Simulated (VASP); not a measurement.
Runs of VASP 6.6.1 on InSe. The structure is that of space group Fm-3m (No. 225), or close to it. The cells are those of the table. 

```csv
cell,gap on the mesh (eV),pressure (GPa)
"a = 3.950 Å, angles 60.0°, 2 atoms",none,(a)
"a = 4.176 Å, angles 60.0°, 2 atoms",none,(b)
"a = 4.122 Å, angles 60.0°, 2 atoms",none,0.1
"a = 4.066 Å, angles 60.0°, 2 atoms",none,2.8
"a = 3.827 Å, angles 60.0°, 2 atoms",none,22.5
"a = 4.009 Å, angles 60.0°, 2 atoms",none,6.1
```

Alike in all rows: task single point; level r2SCAN+D3(BJ); potentials or basis VASP PAW PBE potentials, release 64 (In_d, Se); no spin polarisation; k mesh 14 × 14 × 14; cutoff (eV) 520; smearing gaussian 0.05 eV.

Q: Fill in the values left out.

A: (a) 10.4; (b) -2.1.

Caveats: the PAW data sets were made with another functional, which shifts forces and pressure a little; spin-orbit coupling is left out, which moves the levels of the heavy elements; an odd number of electrons without spin polarisation forces a metal; a magnetic or distorted state may lie lower; the cell stands under pressure (at least some runs).

A k mesh can miss the band edges, and the runs leave out spin-orbit coupling on In, Se.

A gap of «none» marks levels without a gap at the run's occupations.
